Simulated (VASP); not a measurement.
# LiCl (Fm-3m) in VASP: density of states with PBE

Aim: the density of states of LiCl with PBE.

Everything below comes from runs of VASP 6.6.1. Logs are shortened: lines on timing, memory, paths and dates and some standing lists are left out, and cuts for length are marked.

## Step 1: The cell of the first run

It takes space group Fm-3m (No. 225, cubic). The conventional cell has a = 5.130 Å, b = 5.130 Å, c = 5.130 Å, α = 90.00°, β = 90.00°, γ = 90.00°. Within 3.4 Å of Li (site symmetry m-3m) lie 6 Cl at 2.56 Å. Within 3.4 Å of Cl (site symmetry m-3m) lie 6 Li at 2.56 Å.

## Step 2: Density of states, PBE

File POSCAR:

```
LiCl
1.0
    0.0000000000      2.5647600000      2.5647600000
    2.5647600000      0.0000000000      2.5647600000
    2.5647600000      2.5647600000      0.0000000000
Li Cl
1 1
Direct
    0.0000000000      0.0000000000      0.0000000000
    0.5000000000      0.5000000000      0.5000000000
```

File INCAR.step1:

```
PREC = Accurate ; ENCUT = 520
EDIFF = 1E-6 ; ISMEAR = -1
SIGMA = 0.02 ; LREAL = F
LASPH = T ; NELM = 80
ALGO = Normal ; ISIF = 2
LWAVE = F ; LCHARG = T
GGA = PE ; NBANDS = 12
```

File KPOINTS.step1:

```
Automatic mesh
0
Gamma
  9 9 9
```

File INCAR.step2:

```
PREC = Accurate ; ENCUT = 520
EDIFF = 1E-6 ; ISMEAR = -5
SIGMA = 0.02 ; LREAL = F
LASPH = T ; NELM = 80
ALGO = Normal ; ISIF = 2
LWAVE = F ; LCHARG = F
GGA = PE ; LORBIT = 10
NBANDS = 12 ; NEDOS = 2001
ICHARG = 11
```

File KPOINTS.step2:

```
Automatic mesh
0
Gamma
  14 14 14
```

Potentials or basis: VASP PAW PBE potentials, release 64 (Li_sv, Cl).

Run with:

```sh
cat potpaw_PBE.64/Li_sv/POTCAR potpaw_PBE.64/Cl/POTCAR > POTCAR
cp INCAR.step1 INCAR
cp KPOINTS.step1 KPOINTS
mpirun -np 1 vasp_std > vasp.out
cp INCAR.step2 INCAR
cp KPOINTS.step2 KPOINTS
mpirun -np 1 vasp_std > vasp.out
```

OUTCAR:

```text
PREC = Accurate
   ENCUT = 520
   EDIFF = 1E-6
   ISMEAR = -5
   LREAL = F
   LASPH = T
   NELM = 80
   ISIF = 2
   GGA = PE
   LORBIT = 10
   ICHARG = 11

 ion  position               nearest neighbor table
   1  0.000  0.000  0.000-   2 2.56   2 2.56   2 2.56   2 2.56   2 2.56   2 2.56
   2  0.500  0.500  0.500-   1 2.56   1 2.56   1 2.56   1 2.56   1 2.56   1 2.56

  LATTYP: Found a face centered cubic cell.
 ALAT       =     5.1295200000

  Lattice vectors:

 A1 = (   0.0000000000,   2.5647600000,   2.5647600000)
 A2 = (   2.5647600000,   0.0000000000,   2.5647600000)
 A3 = (   2.5647600000,   2.5647600000,   0.0000000000)

Analysis of symmetry for initial positions (statically):
=====================================================================
 Subroutine PRICEL returns:
 Original cell was already a primitive cell.

 Routine SETGRP: Setting up the symmetry group for a
 face centered cubic supercell.

 Subroutine GETGRP returns: Found 48 space group operations
 (whereof 48 operations were pure point group operations)
 out of a pool of 48 trial point group operations.

The static configuration has the point symmetry O_h .

Analysis of symmetry for dynamics (positions and initial velocities):
=====================================================================
 Subroutine PRICEL returns:
 Original cell was already a primitive cell.

 Routine SETGRP: Setting up the symmetry group for a
 face centered cubic supercell.

 Subroutine GETGRP returns: Found 48 space group operations
 (whereof 48 operations were pure point group operations)
 out of a pool of 48 trial point group operations.

The dynamic configuration has the point symmetry O_h .

 Subroutine INISYM returns: Found 48 space group operations
 (whereof 48 operations are pure point group operations),
 and found     1 'primitive' translations

----------------------------------------------------------------------------------------

                                     Primitive cell

  volume of cell :      33.7420

  direct lattice vectors                    reciprocal lattice vectors
     0.000000000  2.564760000  2.564760000    -0.194950015  0.194950015  0.194950015
     2.564760000  0.000000000  2.564760000     0.194950015 -0.194950015  0.194950015
     2.564760000  2.564760000  0.000000000     0.194950015  0.194950015 -0.194950015

  length of vectors
     3.627118376  3.627118376  3.627118376     0.337663331  0.337663331  0.337663331

  position of ions in fractional coordinates (direct lattice)
     0.000000000  0.000000000  0.000000000
     0.500000000  0.500000000  0.500000000

  ion indices of the primitive-cell ions
   primitive index   ion index
                 1           1
                 2           2

----------------------------------------------------------------------------------------

 KPOINTS: Automatic mesh

Automatic generation of k-mesh.
 Grid dimensions read from file:
 generate k-points for:   14   14   14

 Generating k-lattice:

  Cartesian coordinates                     Fractional coordinates (reciprocal lattice)
    -0.013925001  0.013925001  0.013925001     0.071428571  0.000000000  0.000000000
     0.013925001 -0.013925001  0.013925001     0.000000000  0.071428571  0.000000000
     0.013925001  0.013925001 -0.013925001     0.000000000  0.000000000  0.071428571

  Length of vectors
     0.024118809  0.024118809  0.024118809

  Shift w.r.t. Gamma in fractional coordinates (k-lattice)
     0.000000000  0.000000000  0.000000000

 TETIRR: Found    389 inequivalent tetrahedra from    16464

 Subroutine IBZKPT returns following result:
 ===========================================

 Found    104 irreducible k-points:

 Following reciprocal coordinates:
            Coordinates               Weight
  0.000000  0.000000  0.000000      1.000000
  0.071429  0.000000  0.000000      8.000000
  0.142857  0.000000  0.000000      8.000000
  0.214286  0.000000  0.000000      8.000000
  0.285714  0.000000  0.000000      8.000000
  0.357143  0.000000  0.000000      8.000000
[... 16 lines left out ...]
  0.214286  0.142857  0.000000     24.000000
  0.285714  0.142857  0.000000     24.000000
 [... further k-points ...]
   k-points           NKPTS =    104   k-points in BZ     NKDIM =    104   number of bands    NBANDS=     12
   number of dos      NEDOS =   2001   number of ions     NIONS =      2
   total plane-waves  NPLWV =  21952
   dimension x,y,z NGX =    28 NGY =   28 NGZ =   28
   dimension x,y,z NGXF=    56 NGYF=   56 NGZF=   56
   ions per type =               1   1
   NGX,Y,Z   is equivalent  to a cutoff of  12.83, 12.83, 12.83 a.u.
   NGXF,Y,Z  is equivalent  to a cutoff of  25.67, 25.67, 25.67 a.u.
 SYSTEM =  unknown system
   PREC   = accura    normal or accurate (medium, high low for compatibility)
   ISTART =      0    job   : 0-new  1-cont  2-samecut
   ICHARG =     11    charge: 1-file 2-atom 10-const
   ISPIN  =      1    spin polarized calculation?
   LNONCOLLINEAR =      F non collinear calculations
   LSORBIT =      F    spin-orbit coupling
   LASPH  =      T    aspherical Exc in radial PAW
   ENCUT  =  520.0 eV  38.22 Ry    6.18 a.u.   6.74  6.74  6.74*2*pi/ulx,y,z
   NELM   =     80;   NELMIN=  2; NELMDL=  0     # of ELM steps
   EDIFF  = 0.1E-05   stopping-criterion for ELM
   LREAL  =      F    real-space projection
   EDIFFG = 0.1E-04   stopping-criterion for IOM
   NSW    =      0    number of steps for IOM
   IBRION =     -1    ionic relax: 0-MD 1-quasi-New 2-CG
   NFREE  =      0    steps in history (QN), initial steepest desc. (CG)
   ISIF   =      2    stress and relaxation
   ISYM   =      2    0-nonsym 1-usesym 2-fastsym
   POTIM  = 0.5000    time-step for ionic-motion
   TEBEG  =    0.0;   TEEND  =   0.0 temperature during run
   PSTRESS=    0.0 pullay stress
   NELECT =      10.0000    total number of electrons
   NUPDOWN=      -1.0000    fix difference up-down
   EMIN   =  10.00;   EMAX   =-10.00  energy-range for DOS
   EFERMI =   0.00;   METHOD = LEGACY
   ISMEAR =    -5;   SIGMA  =   0.02  broadening in eV -4-tet -1-fermi 0-gaus
   EFERMI_NEDOS =   21; number of points for ismear=-14 and -15
   IALGO  =     38    algorithm
   IMIX   =      4    mixing-type and parameters
     AMIX     =   0.40;   BMIX     =  1.00
     AMIX_MAG =   1.60;   BMIX_MAG =  1.00
  volume/ion in A,a.u.               =      16.87       113.85
  Fermi-wavevector in a.u.,A,eV,Ry     =   1.091486  2.062609 16.209183  1.191341
  Thomas-Fermi vector in A             =   2.227732
   LORBIT       =     10    0 simple, 1 ext, 2 COOP (PROOUT), +10 PAW based schemes
   GGA     = PE    functional components
   LHFCALC =     F    Hartree Fock is set to
   AEXX    =    0.0000 exact exchange contribution
   IVDW    =     0    specifies the selected vdW correction
   LEPSILON=     F    determine dielectric tensor
   LRPA    =     F    only Hartree local field effects (RPA)
 non-spin polarized calculation
 Fermi weights with tetrahedron method with Bloechl corrections
  energy-cutoff  :      520.00
  volume of cell :       33.74
 maximum number of plane-waves:       934

 number of electron      10.0000005 magnetization

 Free energy of the ion-electron system (eV)
  ---------------------------------------------------
  ext. energy  EPLUGINS =         0.00000000
  ---------------------------------------------------
  free energy    TOTEN  =        -7.38576876 eV

  energy without entropy =       -7.38576876  energy(sigma->0) =       -7.38576876

 E-fermi :   0.6058     XC(G=0):  -8.7308

 val. band max:        0.5829527755   @ k =  -0.0714   0.0714   0.0000
 cond. band min:       6.9206847513   @ k =   0.0000   0.0000   0.0000
 fundamental gap:      6.3377319758
 Fermi energy:         0.6058334652

 k-point     1 :       0.0000    0.0000    0.0000
  band No.  band energies     occupation
      1     -42.9430      2.00000
      2     -12.8170      2.00000
      3       0.5797      2.00000
      4       0.5797      2.00000
      5       0.5797      2.00000
      6       6.9207      0.00000
      7      12.5180      0.00000
      8      12.5180      0.00000
      9      12.5180      0.00000
     10      15.1083      0.00000
     11      15.1084      0.00000
     12      15.1103      0.00000

 k-point     2 :       0.0714    0.0000    0.0000
  band No.  band energies     occupation
      1     -42.9429      2.00000
      2     -12.7917      2.00000
      3       0.3933      2.00000
      4       0.5656      2.00000
      5       0.5656      2.00000
      6       7.0936      0.00000
      7      12.1664      0.00000
      8      12.5473      0.00000
      9      12.5473      0.00000
     10      14.0711      0.00000
     11      14.0712      0.00000
     12      15.3239      0.00000

 k-point     3 :       0.1429    0.0000    0.0000
  band No.  band energies     occupation
      1     -42.9425      2.00000
      2     -12.7195      2.00000
      3      -0.0835      2.00000
      4       0.5271      2.00000
      5       0.5271      2.00000
      6       7.4817      0.00000
      7      11.6145      0.00000
      8      12.2937      0.00000
      9      12.2937      0.00000
     10      13.6831      0.00000
     11      13.6831      0.00000
     12      15.6504      0.00000
[... 286 lines left out ...]
 k-point    23 :       0.2143    0.1429    0.0000
  band No.  band energies     occupation
      1     -42.9419      2.00000
      2     -12.6032      2.00000
      3      -0.4340      2.00000
      4       0.2455      2.00000
      5       0.2822      2.00000
      6       8.2631      0.00000
      7      10.8915      0.00000
      8      11.0767      0.00000
      9      12.5580      0.00000
     10      12.9539      0.00000
     11      15.4842      0.00000
     12      16.7895      0.00000

 k-point    24 :       0.2857    0.1429    0.0000
  band No.  band energies     occupation
      1     -42.9414      2.00000
      2     -12.4924      2.00000
      3      -0.9630      2.00000
      4       0.1628      2.00000
      5       0.2023      2.00000
      6       8.5443      0.00000
      7      10.5355      0.00000
      8      10.7942      0.00000
      9      12.1237      0.00000
     10      13.5953      0.00000
     11      15.9198      0.00000
     12      17.2112      0.00000

 [... further k-points ...]
[... 5 lines left out ...]
  --------------------------------------------------------------------------------------
  -------------------------------------------------------------------------------------
  Total        0.0602163      0.0602163      0.0602163      0.0000000      0.0000000      0.0000000
  in kB        2.8592643      2.8592643      2.8592643      0.0000000      0.0000000      0.0000000
  external PRESSURE =       2.8592643 kB  Pullay stress =       0.0000000 kB

 VOLUME and BASIS-vectors are now :
 -----------------------------------------------------------------------------
  energy-cutoff  :      520.00
  volume of cell :       33.74
      direct lattice vectors                 reciprocal lattice vectors
     0.000000000  2.564760000  2.564760000    -0.194950015  0.194950015  0.194950015
     2.564760000  0.000000000  2.564760000     0.194950015 -0.194950015  0.194950015
     2.564760000  2.564760000  0.000000000     0.194950015  0.194950015 -0.194950015

 POSITION                                       TOTAL-FORCE (eV/Angst)
 -----------------------------------------------------------------------------------
      0.00000      0.00000      0.00000        -0.000000      0.000000      0.000000
      2.56476      2.56476      2.56476         0.000000     -0.000000     -0.000000
 -----------------------------------------------------------------------------------
    total drift:                                0.000000      0.000000      0.000000

  FREE ENERGIE OF THE ION-ELECTRON SYSTEM (eV)
  ---------------------------------------------------
  free  energy   TOTEN  =        -7.3857687587 eV

  energy  without entropy=       -7.3857687587  energy(sigma->0) =       -7.38576876

 total charge

# of ion       s       p       d       tot
------------------------------------------
    1        2.006   0.034   0.000   2.040
    2        1.589   3.593   0.000   5.182
--------------------------------------------------
tot          3.595   3.626   0.000   7.222
```

Run time: 45 s. Hardware: 1 thread of Intel Xeon Platinum 8259CL at 2.50GHz (Skylake/Cascade Lake), shared host; peak memory 0.16 GiB.

Results:

```
Valence electrons inside the program's atomic spheres : Li 2.04; Cl 5.18
```

Caveat: the cutoff is under 1.25 times the usual one of these potentials, so pressure, stress and relaxed cells hold a basis-set (Pulay) error.
